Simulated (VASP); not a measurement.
The system is HfO2.

```
Hf O
1.0
     5.21838    0.00000    0.00000
     0.00000    5.28741    0.00000
    -0.87550    0.00000    5.31613
Hf O
4 8
Direct
  0.27550 0.46030 0.70800
  0.72450 0.96030 0.79200
  0.72450 0.53970 0.29200
  0.27550 0.03970 0.20800
  0.07420 0.16840 0.84670
  0.92580 0.66840 0.65330
  0.92580 0.83160 0.15330
  0.07420 0.33160 0.34670
  0.44870 0.74190 0.98010
  0.55130 0.24190 0.51990
  0.55130 0.25810 0.01990
  0.44870 0.75810 0.48010
```

Base run:

- Program: VASP 6.6.1
- Functional: PBE
- Potentials or basis: VASP PAW PBE potentials, release 64 (Hf_pv, O)
- Cutoff: 520 eV
- k mesh: 5 × 5 × 5
- Occupations: fermi-dirac, width 0.05 eV
- Spin: no spin polarisation

Its results: band gap on the k mesh 3.96 eV, indirect (least direct gap 4.03 eV); pressure -10.2 GPa; largest force 0.335 eV/Å.

Problem. The run is repeated on the same cell with these changes: functional from PBE to RPBE. What comes out?

Solution. Band gap on the k mesh 4.04 eV, indirect (least direct gap 4.12 eV); pressure -5.9 GPa; largest force 0.340 eV/Å.

RPBE binds less tightly than PBE, so the same cell stands under more pressure.

Caveats: spin-orbit coupling is left out, which moves the levels of the heavy elements; the PAW data sets were made with another functional, which shifts forces and pressure a little (some runs).

A k mesh can miss the band edges.
